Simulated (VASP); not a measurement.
Zr, 2 atoms in the cell. The typed cell holds 2 atoms: a = 3.252 Å, b = 3.252 Å, c = 5.203 Å, α = 90.03°, β = 90.03°, γ = 120.04°. 

* Program: VASP 6.6.1
* Task: single point
* Functional: revPBE
* Potentials or basis: VASP PAW PBE potentials, release 64 (Zr_sv)
* Cutoff: 520 eV
* k mesh: 12 × 12 × 8
* Occupations: fermi-dirac, width 0.1 eV
* Spin: no spin polarisation
* Dipole correction: no
* Further INCAR settings: ALGO = Normal; EDIFF = 1e-06; NBANDS = 19; ISYM = 0

Potentials or basis: VASP PAW PBE potentials, release 64 (Zr_sv).

Launch:

```sh
$ cat potpaw_PBE.64/Zr_sv/POTCAR > POTCAR
$ mpirun -np 1 vasp_std > vasp.out
```

Hardware: 1 thread of Oxide Virtual Turin-like Processor, on a shared host.

How long does it take, and how much memory?

Run time: 5.9 min on 1 thread of Oxide Virtual Turin-like Processor, with other jobs on the host, peak memory 0.46 GiB. Counts: scf iterations 12, k points 580.
